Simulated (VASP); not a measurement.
Write the native input for VASP 6.6.1 that does the following.

```yaml
Task: single point
Functional: PBEsol
Potentials_or_basis: VASP PAW PBE potentials, release 64 (Sr_sv)
Cutoff: 520 eV
k_mesh: 12 × 12 × 8
Occupations: gaussian, width 0.15 eV
Spin: no spin polarisation
Dipole_correction: no
Further_INCAR_settings: ALGO = Fast; EDIFF = 1e-07; NBANDS = 17
```

The structure of Sr lies in POSCAR:

```
Sr
1.0
    4.4464186161      0.0000000000      0.0000000000
   -2.2232093081      3.5840804483      0.0000000000
    0.0000000000      0.0000000000      6.5572994169
Sr
2
Direct
    0.3333333333      0.6666666667      0.2500000000
    0.6666666667      0.3333333333      0.7500000000
```

This cell differs from its parent crystal: strain +e along x and -e along y +0.0367, strain +e along z and -e/2 along x and y -0.0467.

The input as run:

INCAR

```
SYSTEM = Sr
  PREC = Accurate
  ENCUT = 520
  EDIFF = 1E-7
  ISMEAR = 0
  SIGMA = 0.15
  LREAL = .False.
  LASPH = .True.
  NELM = 60
  ALGO = Fast
  ISIF = 2
  LWAVE = .False.
  LCHARG = .True.
  GGA = PS
  LELF = .True.
  LVHAR = .True.
  NBANDS = 17
```

KPOINTS

```
regular mesh
0
Gamma
  12 12 8
  0 0 0
```

Potentials or basis: VASP PAW PBE potentials, release 64 (Sr_sv).

Launch:

```bash
$ cat potpaw_PBE.64/Sr_sv/POTCAR > POTCAR
$ mpirun -np 1 vasp_std > vasp.out
```

Results of the run:

```
Pressure               : 0.1 GPa
Largest force          : 0.090 eV/Å
Band gap on the k mesh : zero (bands 10 and 11 overlap by 0.26 eV)
```

Caveat: the cell differs from its parent crystal (strain +e along x and -e along y +0.0367, strain +e along z and -e/2 along x and y -0.0467); the PAW data sets were made with another functional, which shifts forces and pressure a little.

Run time: 2.8 min on 1 thread of Intel(R) Xeon(R) 6975P-C (Granite Rapids), with other jobs on the host, peak memory 0.46 GiB.
